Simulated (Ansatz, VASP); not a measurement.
Two plane-wave programs on ZrPb2O3

File INCAR:

```
SYSTEM = ZrPb2O3
ALGO = Normal ; EDIFF = 1E-6
ENCUT = 520 ; GGA = PE
ISIF = 2 ; ISMEAR = 0
LASPH = .True. ; LCHARG = .True.
LELF = .True. ; LREAL = .False.
LVHAR = .True. ; LWAVE = .False.
NBANDS = 38 ; NELM = 60
PREC = Accurate ; SIGMA = 0.1
```

The input KPOINTS:

```
k-points
0
Gamma
  6 6 2
  0 0 0
```

The input POSCAR:

```
ZrPb2O3
1.0
    4.0112394400      0.0000000000      0.0000000000
   -2.0056197200      3.4738352500      0.0000000000
    0.0000000000      0.0000000000      8.3318198100
Zr Pb O
1 2 3
Direct
    0.0000000000      0.0000000000      0.0000000000
    0.0000000000      0.0000000000      0.2927373900
    0.0000000000      0.0000000000      0.7072626100
    0.5000000000      0.0000000000      0.5000000000
    0.0000000000      0.5000000000      0.5000000000
    0.5000000000      0.5000000000      0.5000000000
```

Input for Ansatz:

```yaml
crystal:
  lattice:
    - [4.01123944, 0.0, 0.0]
    - [-2.00561972, 3.47383525, 0.0]
    - [0.0, 0.0, 8.33181981]
  atoms:
    - { symbol: Zr, position: [0.0, 0.0, 0.0] }
    - { symbol: Pb, position: [0.0, 0.0, 0.29273739] }
    - { symbol: Pb, position: [0.0, 0.0, 0.70726261] }
    - { symbol: O, position: [0.5, 0.0, 0.5] }
    - { symbol: O, position: [0.0, 0.5, 0.5] }
    - { symbol: O, position: [0.5, 0.5, 0.5] }
basis:
  ecutwfc: 420
kpoints:
  mp_grid: { grid: [6, 6, 2] }
hamiltonian:
  xc: pbe
scf:
  occupations: { method: gaussian, width: 0.1 }
  lower_state_search: "off"
output:
  forces: true
  stress: true
  eigenvalues: true
```

Alike in both runs: task single point; functional PBE; k mesh 6 × 6 × 2; occupations gaussian, width 0.1 eV; no spin polarisation.

|  | VASP | Ansatz |
| --- | --- | --- |
| version | VASP 6.6.1 | Ansatz 0.2.0 |
| potentials or method | VASP PAW PBE potentials, release 64 (Zr_sv, Pb_d, O), cutoff 520 eV | scalar-relativistic, plane waves, PAW |
| valence electrons in the cell | 58 | 58 |

Ansatz gave:

- gap on the k mesh at the Fermi level (eV): none
- pressure (GPa): 10.4
- traceless stress, the component that is largest in VASP (GPa): 25.22
- rms of the force components (eV/Å): 2.136

Problem. Which values does VASP return?

Solution. gap on the k mesh at the Fermi level (eV): none; pressure (GPa): 10.3; traceless stress, the component that is largest in VASP (GPa): 25.25; rms of the force components (eV/Å): 2.132.

Atom by atom the forces differ by 0.004 eV/Å (rms over components). A gap of «none» marks a metal or a gap that the smearing closes.

The k mesh is coarse, so the values compare programs but aren't converged. Neither program's run includes spin-orbit coupling.
